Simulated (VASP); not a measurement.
# SiC (P6_3mc) in VASP: a series of runs, part 2 of 2

VASP 6.6.1.

## (3) Single point, PBE (volume 10.503 Å^3 an atom, c/a of the conventional cell 1.7779)

Input file INCAR:

```
ALGO = Normal
EDIFF = 1E-6
ENCUT = 520
GGA = PE
ISIF = 2
ISMEAR = 0
LASPH = T
LCHARG = T
LELF = T
LREAL = F
LVHAR = T
LWAVE = F
NBANDS = 16
NELM = 60
PREC = Accurate
SIGMA = 0.05
```

Input file KPOINTS:

```
k-points
0
Gamma
  12 12 6
```

Input file POSCAR:

```
SiC
1.0
    3.0105180284      0.0000000000      0.0000000000
   -1.5052590142      2.6071850912      0.0000000000
    0.0000000000      0.0000000000      5.3524000027
Si C
2 2
Direct
    0.3333333333      0.6666666667      0.0074626915
    0.6666666667      0.3333333333      0.5074626915
    0.3333333333      0.6666666667      0.3775373085
    0.6666666667      0.3333333333      0.8775373085
```

Potentials or basis: VASP PAW PBE potentials, release 64 (Si, C).

Run with:

```bash
$ cat potpaw_PBE.64/Si/POTCAR potpaw_PBE.64/C/POTCAR > POTCAR
$ mpirun -np 1 vasp_std > vasp.out
```

OUTCAR:

```text
EDIFF = 1E-6
   ENCUT = 520
   GGA = PE
   ISIF = 2
   ISMEAR = 0
   LASPH = T
   LREAL = F
   NELM = 60
   PREC = Accurate

 ion  position               nearest neighbor table
   1  0.333  0.667  0.007-   4 1.87   4 1.87   4 1.87   3 1.98
   2  0.667  0.333  0.507-   3 1.87   3 1.87   3 1.87   4 1.98
   3  0.333  0.667  0.378-   2 1.87   2 1.87   2 1.87   1 1.98
   4  0.667  0.333  0.878-   1 1.87   1 1.87   1 1.87   2 1.98

  LATTYP: Found a hexagonal cell.
 ALAT       =     3.0105180284
 C/A-ratio  =     1.7779000000

  Lattice vectors:

 A1 = (   3.0105180284,   0.0000000000,   0.0000000000)
 A2 = (  -1.5052590142,   2.6071850912,   0.0000000000)
 A3 = (   0.0000000000,   0.0000000000,   5.3524000027)

Analysis of symmetry for initial positions (statically):
=====================================================================
 Subroutine PRICEL returns:
 Original cell was already a primitive cell.

 Routine SETGRP: Setting up the symmetry group for a
 hexagonal supercell.

 Subroutine GETGRP returns: Found 12 space group operations
 (whereof  6 operations were pure point group operations)
 out of a pool of 24 trial point group operations.

The static configuration has the point symmetry C_3v.
 The point group associated with its full space group is C_6v.

Analysis of symmetry for dynamics (positions and initial velocities):
=====================================================================
 Subroutine PRICEL returns:
 Original cell was already a primitive cell.

 Routine SETGRP: Setting up the symmetry group for a
 hexagonal supercell.

 Subroutine GETGRP returns: Found 12 space group operations
 (whereof  6 operations were pure point group operations)
 out of a pool of 24 trial point group operations.

[... 118 lines left out ...]
   EMIN   =  10.00;   EMAX   =-10.00  energy-range for DOS
   EFERMI =   0.00;   METHOD = LEGACY
   ISMEAR =     0;   SIGMA  =   0.05  broadening in eV -4-tet -1-fermi 0-gaus
   EFERMI_NEDOS =   21; number of points for ismear=-14 and -15
   IALGO  =     38    algorithm
   IMIX   =      4    mixing-type and parameters
     AMIX     =   0.40;   BMIX     =  1.00
     AMIX_MAG =   1.60;   BMIX_MAG =  1.00
  volume/ion in A,a.u.               =      10.50        70.88
  Fermi-wavevector in a.u.,A,eV,Ry     =   1.186664  2.242469 19.159321  1.408170
  Thomas-Fermi vector in A             =   2.322831
   LORBIT       =      0    0 simple, 1 ext, 2 COOP (PROOUT), +10 PAW based schemes
   GGA     = PE    functional components
   LHFCALC =     F    Hartree Fock is set to
   AEXX    =    0.0000 exact exchange contribution
   IVDW    =     0    specifies the selected vdW correction
   LEPSILON=     F    determine dielectric tensor
   LRPA    =     F    only Hartree local field effects (RPA)
 non-spin polarized calculation
 Gauss-broadening in eV      SIGMA  =   0.05
  energy-cutoff  :      520.00
  volume of cell :       42.01
 maximum number of plane-waves:      1149
 NGX is ok and might be reduce to    24
   NGX = 11   NGY = 11   NGZ = 19

 number of electron      15.9999998 magnetization

 Free energy of the ion-electron system (eV)
  ---------------------------------------------------
  ext. energy  EPLUGINS =         0.00000000
  ---------------------------------------------------
  free energy    TOTEN  =       -29.83333677 eV

  energy without entropy =      -29.83333677  energy(sigma->0) =      -29.83333677

 E-fermi :   8.5937     XC(G=0): -11.2917

 val. band max:        8.3089484196   @ k =   0.0000   0.0000   0.0000
 cond. band min:      10.0568979504   @ k =   0.3333   0.3333   0.0000
 fundamental gap:      1.7479495308
 Fermi energy:         8.5936797915

 k-point     1 :       0.0000    0.0000    0.0000
  band No.  band energies     occupation
      1      -7.3692      2.00000
      2      -4.4366      2.00000
      3      -0.7221      2.00000
      4       7.3361      2.00000
      5       7.3361      2.00000
      6       7.4401      2.00000
[... 433 lines left out ...]
      3       0.9443      2.00000
      4       2.4176      2.00000
      5       3.2645      2.00000
      6       5.7301      2.00000
[... 8 lines left out ...]
     15      18.9560      0.00000
     16      20.2356      0.00000

 [... further k-points ...]
[... 5 lines left out ...]
  --------------------------------------------------------------------------------------
  -------------------------------------------------------------------------------------
  Total        3.7433403      3.7433403     -6.6605431      0.0000000      0.0000000     -0.0000000
  in kB      142.7605575    142.7605575   -254.0145333      0.0000000      0.0000000     -0.0000000
  external PRESSURE =      10.5021939 kB  Pullay stress =       0.0000000 kB

 VOLUME and BASIS-vectors are now :
 -----------------------------------------------------------------------------
  energy-cutoff  :      520.00
  volume of cell :       42.01
      direct lattice vectors                 reciprocal lattice vectors
     3.010518028  0.000000000  0.000000000     0.332168747  0.191777715  0.000000000
    -1.505259014  2.607185091  0.000000000     0.000000000  0.383555430  0.000000000
     0.000000000  0.000000000  5.352400003     0.000000000  0.000000000  0.186832075

 POSITION                                       TOTAL-FORCE (eV/Angst)
 -----------------------------------------------------------------------------------
     -0.00000      1.73812      0.03994        -0.000000     -0.000000     -0.001342
      1.50526      0.86906      2.71614        -0.000000      0.000000     -0.001342
     -0.00000      1.73812      2.02073         0.000000     -0.000000      0.001342
      1.50526      0.86906      4.69693         0.000000      0.000000      0.001342
 -----------------------------------------------------------------------------------
    total drift:                               -0.000000      0.000000      0.000330

  FREE ENERGIE OF THE ION-ELECTRON SYSTEM (eV)
  ---------------------------------------------------
  free  energy   TOTEN  =       -29.8333367688 eV

  energy  without entropy=      -29.8333367688  energy(sigma->0) =      -29.83333677
```

OSZICAR:

```text
N       E                     dE             d eps       ncg     rms          rms(c)
DAV:   1     0.249472839194E+02    0.24947E+02   -0.70707E+03  2432   0.895E+02
DAV:   2    -0.310154467734E+02   -0.55963E+02   -0.51015E+02  3520   0.157E+02
DAV:   3    -0.335115095751E+02   -0.24961E+01   -0.24864E+01  3176   0.303E+01
DAV:   4    -0.335303413558E+02   -0.18832E-01   -0.18828E-01  2968   0.324E+00
DAV:   5    -0.335305300150E+02   -0.18866E-03   -0.18865E-03  3176   0.306E-01    0.123E+01
DAV:   6    -0.299170739775E+02    0.36135E+01   -0.64304E+00  2944   0.156E+01    0.551E+00
DAV:   7    -0.298527268077E+02    0.64347E-01   -0.10521E+00  3448   0.604E+00    0.246E+00
DAV:   8    -0.298345130814E+02    0.18214E-01   -0.47752E-02  2824   0.142E+00    0.637E-01
DAV:   9    -0.298330482746E+02    0.14648E-02   -0.73162E-03  3288   0.593E-01    0.131E-01
DAV:  10    -0.298333065308E+02   -0.25826E-03   -0.10327E-03  2896   0.193E-01    0.597E-02
DAV:  11    -0.298333368379E+02   -0.30307E-04   -0.70566E-05  3128   0.617E-02    0.182E-02
DAV:  12    -0.298333367688E+02    0.69139E-07   -0.61862E-06  3120   0.173E-02
   1 F= -.29833337E+02 E0= -.29833337E+02  d E =-.538572E-18
```

Run time: 20 s. Hardware: 1 thread of Intel Xeon 6975P-C (Granite Rapids), shared host; peak memory 0.17 GiB.

Results:

* Free energy: -29.8333 eV
* Pressure: 1.1 GPa
* Band gap on the k mesh: 1.75 eV, indirect (least direct gap 4.13 eV)

## (4) Single point, PBE (volume 10.503 Å^3 an atom, c/a of the conventional cell 1.5145)

Input file INCAR:

```
  PREC = Accurate
  ENCUT = 520
  EDIFF = 1E-7
  ISMEAR = 0
  SIGMA = 0.05
  LREAL = False
  LASPH = True
  NELM = 100
  ALGO = Normal
  ISIF = 2
  LWAVE = False
  LCHARG = False
  GGA = PE
  NBANDS = 16
```

Input file KPOINTS:

```
regular mesh
0
Gamma
  12 12 6
```

Input file POSCAR:

```
SiC
1.0
    3.1758056455      0.0000000000      0.0000000000
   -1.5879028227      2.7503283665      0.0000000000
    0.0000000000      0.0000000000      4.8097576501
Si C
2 2
Direct
    0.3333333333      0.6666666667     -0.0006209135
    0.6666666667      0.3333333333      0.4993790865
    0.3333333333      0.6666666667      0.3856209135
    0.6666666667      0.3333333333      0.8856209135
```

Potentials or basis: VASP PAW PBE potentials, release 64 (Si, C).

Run with:

```bash
$ cat potpaw_PBE.64/Si/POTCAR potpaw_PBE.64/C/POTCAR > POTCAR
$ mpirun -np 1 vasp_std > vasp.out
```

OUTCAR:

```text
PREC = Accurate
   ENCUT = 520
   EDIFF = 1E-7
   ISMEAR = 0
   LREAL = False
   LASPH = True
   NELM = 100
   ISIF = 2
   GGA = PE

 ion  position               nearest neighbor table
   1  0.333  0.667  0.999-   3 1.86   4 1.91   4 1.91   4 1.91   2 3.02   2 3.02   2 3.02   2 3.02
                             2 3.02   2 3.02
   2  0.667  0.333  0.499-   4 1.86   3 1.91   3 1.91   3 1.91   1 3.02   1 3.02   1 3.02   1 3.02
                             1 3.02   1 3.02
   3  0.333  0.667  0.386-   1 1.86   2 1.91   2 1.91   2 1.91
[... 662 lines left out ...]
  --------------------------------------------------------------------------------------
  -------------------------------------------------------------------------------------
  Total       -3.2023264     -3.2023264      6.4602703     -0.0000000      0.0000000      0.0000000
  in kB     -122.1277956   -122.1277956    246.3766890     -0.0000000      0.0000000      0.0000000
  external PRESSURE =       0.7070326 kB  Pullay stress =       0.0000000 kB

 VOLUME and BASIS-vectors are now :
 -----------------------------------------------------------------------------
  energy-cutoff  :      520.00
  volume of cell :       42.01
      direct lattice vectors                 reciprocal lattice vectors
     3.175805646  0.000000000  0.000000000     0.314880730  0.181796474  0.000000000
    -1.587902823  2.750328366  0.000000000     0.000000000  0.363592948  0.000000000
     0.000000000  0.000000000  4.809757650     0.000000000  0.000000000  0.207910683

 POSITION                                       TOTAL-FORCE (eV/Angst)
 -----------------------------------------------------------------------------------
     -0.00000      1.83355      4.80677         0.000000     -0.000000      0.002142
      1.58790      0.91678      2.40189         0.000000      0.000000      0.002142
     -0.00000      1.83355      1.85474         0.000000      0.000000     -0.002142
      1.58790      0.91678      4.25962        -0.000000      0.000000     -0.002142
 -----------------------------------------------------------------------------------
    total drift:                               -0.000000      0.000000      0.000550

  FREE ENERGIE OF THE ION-ELECTRON SYSTEM (eV)
  ---------------------------------------------------
  free  energy   TOTEN  =       -29.8448799937 eV

  energy  without entropy=      -29.8448799937  energy(sigma->0) =      -29.84487999
```

OSZICAR:

```text
N       E                     dE             d eps       ncg     rms          rms(c)
DAV:   1     0.253574763222E+02    0.25357E+02   -0.70977E+03  2432   0.894E+02
DAV:   2    -0.309653049115E+02   -0.56323E+02   -0.51450E+02  3480   0.156E+02
DAV:   3    -0.335270525805E+02   -0.25617E+01   -0.25510E+01  3208   0.306E+01
DAV:   4    -0.335465484710E+02   -0.19496E-01   -0.19493E-01  2992   0.327E+00
DAV:   5    -0.335467458421E+02   -0.19737E-03   -0.19737E-03  3176   0.310E-01    0.123E+01
DAV:   6    -0.299318454067E+02    0.36149E+01   -0.64197E+00  3104   0.156E+01    0.549E+00
DAV:   7    -0.298627573596E+02    0.69088E-01   -0.11077E+00  3488   0.614E+00    0.245E+00
DAV:   8    -0.298459596995E+02    0.16798E-01   -0.49758E-02  2688   0.144E+00    0.601E-01
DAV:   9    -0.298444776546E+02    0.14820E-02   -0.81486E-03  3304   0.604E-01    0.132E-01
DAV:  10    -0.298448435572E+02   -0.36590E-03   -0.11599E-03  2912   0.199E-01    0.610E-02
DAV:  11    -0.298448788714E+02   -0.35314E-04   -0.98848E-05  2880   0.700E-02    0.150E-02
DAV:  12    -0.298448791744E+02   -0.30301E-06   -0.74171E-06  3312   0.181E-02    0.486E-03
DAV:  13    -0.298448799464E+02   -0.77205E-06   -0.12594E-06  2888   0.727E-03    0.237E-03
DAV:  14    -0.298448799937E+02   -0.47241E-07   -0.52754E-08  2040   0.161E-03
   1 F= -.29844880E+02 E0= -.29844880E+02  d E =-.550076E-16
```

stdout:

```text
POSCAR found type information on POSCAR SiC
 POSCAR found :  2 types and       4 ions
 scaLAPACK will be used
 LDA part: xc-table for (Slater+PW92), standard interpolation
 POSCAR, INCAR and KPOINTS ok, starting setup
 FFT: planning ... GRIDC
 FFT: planning ... GRID_SOFT
 FFT: planning ... GRID
 WAVECAR not read
 entering main loop
```

It took 18 s on 1 thread of Intel Xeon 6975P-C (Granite Rapids), shared host; peak memory 0.17 GiB.

What came out:

```
Free energy            : -29.8449 eV
Pressure               : 0.1 GPa
Band gap on the k mesh : 1.70 eV, indirect (least direct gap 2.98 eV)
```

Forces in eV/Å, atoms in the order of the input:
```
Si   0.000  0.000  0.002
Si   0.000  0.000  0.002
C    0.000  0.000 -0.002
C    0.000  0.000 -0.002
```

 A k mesh can miss the band edges.

## (5) Summary

| cell | gap on the mesh (eV) | pressure (GPa) |
| --- | --- | --- |
| a = 2.967, b = 2.967, c = 5.068 Å, angles 90.0, 90.0, 120.0°, 4 atoms | 1.77 | 21.1 |
| a = 3.011, b = 3.011, c = 5.352 Å, angles 90.0, 90.0, 120.0°, 4 atoms | 1.75 | 1.1 |
| a = 3.176, b = 3.176, c = 4.810 Å, angles 90.0, 90.0, 120.0°, 4 atoms | 1.70 | 0.1 |

Alike in all rows: task single point; level PBE; potentials or basis VASP PAW PBE potentials, release 64 (Si, C); no spin polarisation; k mesh 12 × 12 × 6; cutoff (eV) 520; smearing gaussian 0.05 eV.

Total energies depend on the potentials used, so only differences within one code and one set of settings carry meaning.
